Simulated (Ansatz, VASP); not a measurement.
**One calculation of Ni, two programs**

The input POSCAR:

```
Ni
1.0
    0.0000000000      1.7604383569      1.7604383569
    1.7604383569      0.0000000000      1.7604383569
    1.7604383569      1.7604383569      0.0000000000
Ni
1
Direct
    0.0000000000      0.0000000000      0.0000000000
```

File INCAR.step1:

```
SYSTEM = Ni
ALGO = Normal
EDIFF = 1E-5
ENCUT = 520
GGA = PE
ISIF = 2
ISMEAR = -1
ISPIN = 2
LASPH = .TRUE.
LMAXMIX = 4
LORBIT = 11
LREAL = .FALSE.
LWAVE = .TRUE.
MAGMOM = 1
NBANDS = 15
NELM = 150
PREC = Accurate
SIGMA = 0.05
```

The input INCAR.step2:

```
SYSTEM = Ni
AEXX = 0.25
ALGO = Normal
EDIFF = 1E-7
ENCUT = 520
GGA = PE
ISIF = 2
ISMEAR = -1
ISPIN = 2
ISTART = 1
LASPH = .TRUE.
LCHARG = .TRUE.
LELF = .TRUE.
LHFCALC = .TRUE.
LMAXMIX = 4
LORBIT = 11
LREAL = .FALSE.
LVHAR = .TRUE.
LWAVE = .FALSE.
MAGMOM = 1
NBANDS = 15
NELM = 150
PREC = Accurate
PRECFOCK = Normal
SIGMA = 0.05
```

File KPOINTS:

```
k-points
0
G
  8 8 8
  0 0 0
```

The input input:

```
crystal:
  lattice:
    - [0.0, 1.7604383569, 1.7604383569]
    - [1.7604383569, 0.0, 1.7604383569]
    - [1.7604383569, 1.7604383569, 0.0]
  atoms:
    - { symbol: Ni, position: [0.0, 0.0, 0.0], spin: 1.0 }
hamiltonian:
  xc: pbe0
  pseudopotentials: { kind: paw }
magnetization:
  spin_polarized: true
kpoints:
  mp_grid: { grid: [8, 8, 8] }
scf:
  occupations: { method: fermi_dirac, width: 0.05 }
output:
  forces: true
  stress: true
  eigenvalues: true
```

Alike in both runs: task single point; functional PBE0; k mesh 8 × 8 × 8; occupations fermi-dirac, width 0.05 eV; collinear spin.

```csv
,VASP,Ansatz
version,VASP 6.6.1,Ansatz 0.2.0
potentials or method,"VASP PAW PBE potentials, release 64 (Ni)",Ansatz PAW
plane-wave cutoff (eV),520,420
valence electrons in the cell,10,18
```

VASP gave:

```
gap on the k mesh at the Fermi level (eV)                     : none
pressure (GPa)                                                : -4.7
net moment per atom (μB)                                      : 0.70
size of the moment on the site where the two differ most (μB) : 0.74
```

**Question.** Estimate Ansatz's values.

**Answer.** gap on the k mesh at the Fermi level (eV): none; pressure (GPa): -5.0; net moment per atom (μB): 0.70; size of the moment on the site where the two differ most (μB): 0.83.

Site moments also hang on the region over which each program counts them. A gap of «none» marks a metal or a gap that the smearing closes. VASP's potentials hold 10 valence electrons a cell and Ansatz's 18, so a difference there can come from the potentials and not from the codes.

The k mesh is coarse, so the values compare programs but aren't converged. Noted on Ansatz's run: the magnetic or orbital state may not be the lowest.
